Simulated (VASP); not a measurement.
# ScAlH6 (Fm-3m) in VASP: notebook, part 2 of 2

VASP 6.6.1. Earlier steps stand in the parts before.

### 4 Relaxation of cell and atoms, PBEsol

This run uses another cell than the first one, of 10.25 Å³/atom.

Input file INCAR:

```
  ALGO = Normal
  EDIFF = 1E-7
  EDIFFG = -0.01
  ENCUT = 600
  GGA = PS
  IBRION = 2
  ISIF = 3
  ISMEAR = -1
  LASPH = T
  LCHARG = F
  LREAL = F
  LWAVE = F
  NELM = 80
  NSW = 100
  PREC = Accurate
  SIGMA = 0.03
```

Input file KPOINTS:

```
k-points
0
Gamma
  6 6 6
```

Input file POSCAR:

```
ScAlH6
1.0
    0.0000000000      3.4486172600      3.4486172600
    3.4486172600      0.0000000000      3.4486172600
    3.4486172600      3.4486172600      0.0000000000
Sc Al H
1 1 6
Direct
    0.5000000000      0.5000000000      0.5000000000
    0.0000000000      0.0000000000      0.0000000000
    0.7476230800      0.2523769200      0.2523769200
    0.2523769200      0.7476230800      0.7476230800
    0.2523769200      0.7476230800      0.2523769200
    0.7476230800      0.2523769200      0.7476230800
    0.2523769200      0.2523769200      0.7476230800
    0.7476230800      0.7476230800      0.2523769200
```

The run is started by

```sh
$ cat potpaw_PBE.64/Sc_sv/POTCAR potpaw_PBE.64/Al/POTCAR potpaw_PBE.64/H/POTCAR > POTCAR
$ mpirun -np 1 vasp_std > vasp.out
```

Run time: 66 s. Hardware: 1 thread of Intel Xeon 6975P-C (Granite Rapids), shared host; peak memory 0.26 GiB.

The run converged. Its results:

```yaml
Free_energy: -30.7452 eV
Relaxed_volume: 12.02 Å³/atom
Relaxed_cell: a = 5.143 Å, b = 5.143 Å, c = 5.143 Å, α = 60.00°, β = 60.00°, γ = 60.00°
Space_group_after_relaxing_to_0.1_Å: Fm-3m (No. 225)
Energy_gained_by_relaxing: 151.4 meV/atom
Ionic_steps: 7
Pressure_after_relaxing: 0.0 GPa
Band_gap_on_the_k_mesh: 2.12 eV (least direct gap 2.76 eV)
```

Forces in eV/Å, atoms in the order of the input:
```
Sc   0.000  0.000  0.000
Al   0.000  0.000  0.000
H   -0.003  0.000  0.000
H    0.003  0.000  0.000
H    0.000 -0.003  0.000
H    0.000  0.003  0.000
H    0.000  0.000 -0.003
H    0.000  0.000  0.003
```

The path:
| step | energy change (eV) | largest force (eV/Å) | pressure (GPa) | volume (Å³) |
| --- | --- | --- | --- | --- |
| 1 | 0.0000 | 2.3135 | 12.07 | 82.03 |
| 2 | -1.1703 | 0.0769 | 2.78 | 91.55 |
| 3 | -1.1863 | 0.1821 | 1.96 | 93.00 |
| 4 | -1.2084 | 0.0425 | 0.64 | 95.11 |
| 5 | -1.2109 | 0.0198 | 0.05 | 96.13 |
| 6 | -1.2109 | 0.0160 | 0.09 | 96.07 |
| 7 | -1.2109 | 0.0030 | 0.04 | 96.17 |

Final structure:
```cif
data_structure
_symmetry_space_group_name_H-M 'P 1'
_symmetry_Int_Tables_number 1
_cell_length_a 5.1426
_cell_length_b 5.1426
_cell_length_c 5.1426
_cell_angle_alpha 60.000
_cell_angle_beta 60.000
_cell_angle_gamma 60.000
_cell_volume 96.17
loop_
_atom_site_label
_atom_site_type_symbol
_atom_site_fract_x
_atom_site_fract_y
_atom_site_fract_z
_atom_site_occupancy
Sc1 Sc 0.50000 0.50000 0.50000 1
Al1 Al 0.00000 0.00000 0.00000 1
H1 H 0.76468 0.23532 0.23532 1
H2 H 0.23532 0.76468 0.76468 1
H3 H 0.23532 0.76468 0.23532 1
H4 H 0.76468 0.23532 0.76468 1
H5 H 0.23532 0.23532 0.76468 1
H6 H 0.76468 0.76468 0.23532 1
```

Levels at points of the mesh, in eV from the valence-band top:
| k point | band 8 | band 9 | band 10 | band 11 | band 12 | band 13 |
| --- | --- | --- | --- | --- | --- | --- |
| (0.00, 0.00, 0.00) | -1.57 | -1.21 | -1.21 | 2.52 | 2.52 | 2.52 |
| (0.50, 0.00, 0.00) | -2.44 | -0.02 | -0.02 | 2.74 | 2.89 | 2.89 |
| (0.50, 0.50, 0.00) | -2.07 | -1.95 | -1.00 | 2.12 | 3.00 | 3.11 |

Caveat: the volume moved by over 15 % at a fixed basis, so the end points are rough; the PAW data sets were made with another functional, which shifts forces and pressure a little.

### 5 Single point, r2SCAN+rVV10

This run uses another cell than the first one, of 11.90 Å³/atom.

Input file POSCAR:

```
ScAlH6
1.0
    0.0000000000      3.6238432084      3.6238432084
    3.6238432084      0.0000000000      3.6238432084
    3.6238432084      3.6238432084      0.0000000000
Sc Al H
1 1 6
Direct
    0.5000000000      0.5000000000      0.5000000000
    0.0000000000      0.0000000000      0.0000000000
    0.7652590496      0.2347409504      0.2347409504
    0.2347409504      0.7652590496      0.7652590496
    0.2347409504      0.7652590496      0.2347409504
    0.7652590496      0.2347409504      0.7652590496
    0.2347409504      0.2347409504      0.7652590496
    0.7652590496      0.7652590496      0.2347409504
```

Input file INCAR.step1:

```
SYSTEM = ScAlH6
ALGO = Normal ; EDIFF = 1E-4
ENCUT = 520 ; GGA = PE
ISMEAR = -1 ; LASPH = .TRUE.
LCHARG = .FALSE. ; LREAL = .FALSE.
LWAVE = .TRUE. ; NBANDS = 20
NELM = 60 ; PREC = Accurate
SIGMA = 0.03
```

Input file INCAR.step2:

```
SYSTEM = ScAlH6
ALGO = Normal ; BPARAM = 11.95
CPARAM = 0.0093 ; EDIFF = 1E-6
ENCUT = 520 ; ISIF = 2
ISMEAR = -1 ; ISTART = 1
IVDW_NL = 2 ; LASPH = .TRUE.
LCHARG = .TRUE. ; LELF = .TRUE.
LMIXTAU = .TRUE. ; LREAL = .FALSE.
LUSE_VDW = .TRUE. ; LVHAR = .TRUE.
LWAVE = .FALSE. ; METAGGA = R2SCAN
NBANDS = 20 ; NELM = 60
PREC = Accurate ; SIGMA = 0.03
```

Input file KPOINTS:

```
k-points
0
G
  8 8 8
  0 0 0
```

The run is started by

```sh
$ cat potpaw_PBE.64/Sc_sv/POTCAR potpaw_PBE.64/Al/POTCAR potpaw_PBE.64/H/POTCAR > POTCAR
$ cp INCAR.step1 INCAR
$ mpirun -np 1 vasp_std > vasp.out
$ cp INCAR.step2 INCAR
$ mpirun -np 1 vasp_std > vasp.out
```

It took 2.6 min on 1 thread of Intel Xeon 6975P-C (Granite Rapids), shared host; peak memory 0.52 GiB.

It converged, with:

```
Free energy            : -39.3839 eV
Pressure               : -0.1 GPa
Largest force          : 0.021 eV/Å
Band gap on the k mesh : 2.73 eV (least direct gap 3.45 eV)
```

Forces in eV/Å, atoms in the order of the input:
```
Sc   0.000  0.000  0.000
Al   0.000  0.000  0.000
H   -0.021  0.000  0.000
H    0.021  0.000  0.000
H    0.000 -0.021  0.000
H    0.000  0.021  0.000
H    0.000  0.000 -0.021
H    0.000  0.000  0.021
```

Levels at points of the mesh, in eV from the valence-band top:
| k point | band 8 | band 9 | band 10 | band 11 | band 12 | band 13 |
| --- | --- | --- | --- | --- | --- | --- |
| (0.00, 0.00, 0.00) | -1.61 | -1.22 | -1.22 | 3.20 | 3.20 | 3.20 |
| (0.50, 0.00, 0.00) | -2.49 | -0.03 | -0.03 | 3.43 | 3.61 | 3.61 |
| (0.50, 0.50, 0.00) | -2.10 | -1.92 | -1.00 | 2.73 | 3.60 | 3.85 |

Caveat: the PAW data sets were made with another functional, which shifts forces and pressure a little.

### 6 Relaxation of cell and atoms, r2SCAN+rVV10

Input file POSCAR:

```
ScAlH6
1.0
    0.0000000000      3.6374271760      3.6374271760
    3.6374271760      0.0000000000      3.6374271760
    3.6374271760      3.6374271760      0.0000000000
Sc Al H
1 1 6
Direct
    0.5000000000      0.5000000000      0.5000000000
    0.0000000000      0.0000000000      0.0000000000
    0.7646567079      0.2353432921      0.2353432921
    0.2353432921      0.7646567079      0.7646567079
    0.2353432921      0.7646567079      0.2353432921
    0.7646567079      0.2353432921      0.7646567079
    0.2353432921      0.2353432921      0.7646567079
    0.7646567079      0.7646567079      0.2353432921
```

Input file INCAR.step1:

```
PREC = Accurate ; ENCUT = 600
ISMEAR = -1 ; SIGMA = 0.03
LREAL = F ; LASPH = T
NELM = 80 ; GGA = PE
ALGO = Normal ; EDIFF = 1E-4
LWAVE = T ; LCHARG = F
```

Input file INCAR.step2:

```
PREC = Accurate ; ENCUT = 600
EDIFF = 1E-7 ; ISMEAR = -1
SIGMA = 0.03 ; LREAL = F
LASPH = T ; NELM = 80
ALGO = Normal ; ISIF = 3
LWAVE = F ; LCHARG = F
METAGGA = R2SCAN ; LMIXTAU = T
LUSE_VDW = T ; IVDW_NL = 2
BPARAM = 11.95 ; CPARAM = 0.0093
IBRION = 2 ; NSW = 100
EDIFFG = -0.01 ; ISTART = 1
```

Input file KPOINTS:

```
Automatic mesh
0
Gamma
  6 6 6
```

Potentials or basis: VASP PAW PBE potentials, release 64 (Sc_sv, Al, H).

The run is started by

```sh
$ cat potpaw_PBE.64/Sc_sv/POTCAR potpaw_PBE.64/Al/POTCAR potpaw_PBE.64/H/POTCAR > POTCAR
$ cp INCAR.step1 INCAR
$ mpirun -np 1 vasp_std > vasp.out
$ cp INCAR.step2 INCAR
$ mpirun -np 1 vasp_std > vasp.out
```

It took 5.6 min on 1 thread of Intel Xeon 6975P-C (Granite Rapids), shared host; peak memory 0.56 GiB.

Results (log left out):

| Property | Result |
| --- | --- |
| Free energy | -39.3895 eV |
| Relaxed volume | 11.92 Å³/atom |
| Relaxed cell | a = 5.128 Å, b = 5.128 Å, c = 5.128 Å, α = 60.00°, β = 60.00°, γ = 60.00° |
| Space group after relaxing (to 0.1 Å) | Fm-3m (No. 225) |
| Energy gained by relaxing | 0.5 meV/atom |
| Ionic steps | 3 |
| Pressure after relaxing | -0.1 GPa |
| Largest force after relaxing | 0.007 eV/Å |
| Band gap on the k mesh | 2.73 eV (least direct gap 3.45 eV) |

Forces in eV/Å, atoms in the order of the input:
```
Sc   0.000  0.000  0.000
Al   0.000  0.000  0.000
H    0.007  0.000  0.000
H   -0.007  0.000  0.000
H    0.000  0.007  0.000
H    0.000 -0.007  0.000
H    0.000  0.000  0.007
H    0.000  0.000 -0.007
```

The path:
```
step  energy change (eV)  largest force (eV/Å)  pressure (GPa)  volume (Å³)
   1              0.0000                0.0961           -0.65        96.25
   2             -0.0036                0.0191           -0.24        95.57
   3             -0.0039                0.0073           -0.10        95.35
```

Final structure:
```yaml
crystal:
  lattice:
    - [0.00000, 3.62597, 3.62597]
    - [3.62597, 0.00000, 3.62597]
    - [3.62597, 3.62597, 0.00000]
  atoms:
    - { symbol: Sc, position: [0.50000, 0.50000, 0.50000] }
    - { symbol: Al, position: [0.00000, 0.00000, 0.00000] }
    - { symbol: H, position: [0.76551, 0.23449, 0.23449] }
    - { symbol: H, position: [0.23449, 0.76551, 0.76551] }
    - { symbol: H, position: [0.23449, 0.76551, 0.23449] }
    - { symbol: H, position: [0.76551, 0.23449, 0.76551] }
    - { symbol: H, position: [0.23449, 0.23449, 0.76551] }
    - { symbol: H, position: [0.76551, 0.76551, 0.23449] }
```

Levels at points of the mesh, in eV from the valence-band top:
```
           k point  band 6  band 7  band 8  band 9  band 10  band 11  band 12  band 13  band 14  band 15
(0.00, 0.00, 0.00)   -1.60   -1.60   -1.60   -1.20    -1.20     3.20     3.20     3.20     4.72     6.80
(0.50, 0.00, 0.00)   -3.80   -2.48   -2.48   -0.02    -0.02     3.43     3.61     3.61     5.01     5.01
(0.50, 0.50, 0.00)   -2.71   -2.09   -2.09   -1.91    -0.99     2.73     3.60     3.85     3.85     6.84
```

Caveat: the PAW data sets were made with another functional, which shifts forces and pressure a little. A k mesh can miss the band edges.

### 7 The runs side by side

```tsv
task	level	cell	k mesh	cutoff (eV)	gap on the mesh (eV)	pressure (GPa)	relaxed volume (Å³/atom)	largest force (eV/Å)
single point	PBEsol	a = 5.144 Å, angles 60.0°, 8 atoms, atomic positions A	6 × 6 × 6	520	2.12	0.0	-	0.01
single point	r2SCAN+rVV10	a = 5.125 Å, angles 60.0°, 8 atoms, atomic positions A	6 × 6 × 6	520	2.74	-0.1	-	0.02
relaxation of cell and atoms	PBEsol	relaxed from a = 4.877 Å, angles 60.0°, 8 atoms, atomic positions B	6 × 6 × 6	600	2.12	0.0	12.02	-
single point	r2SCAN+rVV10	a = 5.125 Å, angles 60.0°, 8 atoms, atomic positions A	8 × 8 × 8	520	2.73	-0.1	-	0.02
relaxation of cell and atoms	r2SCAN+rVV10	relaxed from a = 5.144 Å, angles 60.0°, 8 atoms, atomic positions A	6 × 6 × 6	600	2.73	-0.1	11.92	0.01
```

Alike in all rows: potentials or basis VASP PAW PBE potentials, release 64 (Sc_sv, Al, H); no spin polarisation; smearing fermi-dirac 0.03 eV.

Caveats: the PAW data sets were made with another functional, which shifts forces and pressure a little; the volume moved by over 15 % at a fixed basis, so the end points are rough (at least some runs).

Absolute energies hang on the potentials; compare differences alone.
